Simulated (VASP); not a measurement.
ZrB, 2 atoms in the cell. It takes space group I4/mmm (No. 139, tetragonal). The conventional cell has a = 3.302 Å, b = 3.302 Å, c = 4.962 Å, α = 90.00°, β = 90.00°, γ = 90.00°. Zr (site symmetry 4/mmm) has 6 B at 2.34 to 2.48 Å within 3.1 Å. Within 3.1 Å of B (site symmetry 4/mmm) lie 6 Zr at 2.34 to 2.48 Å.  This cell differs from its parent crystal: volume 13.528 Å^3 an atom, c/a of the conventional cell 1.0625.

| Item | Value |
| --- | --- |
| Program | VASP 6.6.1 |
| Task | single point |
| Functional | LDA |
| Potentials or basis | VASP PAW LDA potentials, release 64 (Zr_sv, B) |
| Cutoff | 520 eV |
| k mesh | 18 × 18 × 18 |
| Occupations | gaussian, width 0.15 eV |
| Spin | no spin polarisation |
| Dipole correction | no |
| Further INCAR settings | ALGO = Normal; EDIFF = 1e-06; NBANDS = 14 |

Potentials or basis: VASP PAW LDA potentials, release 64 (Zr_sv, B).

Run with:

```sh
$ cat potpaw_LDA.64/Zr_sv/POTCAR potpaw_LDA.64/B/POTCAR > POTCAR
$ mpirun -np 1 vasp_std > vasp.out
```

Hardware: 1 thread of AMD EPYC 7R43 64-Core Processor (Zen 3) (shared host).

Estimate the wall time of this run.

Run time: 3.5 min on 1 thread of AMD EPYC 7R43 64-Core Processor (Zen 3), with other jobs on the host, peak memory 0.26 GiB. Counts: scf iterations 12, k points 480.
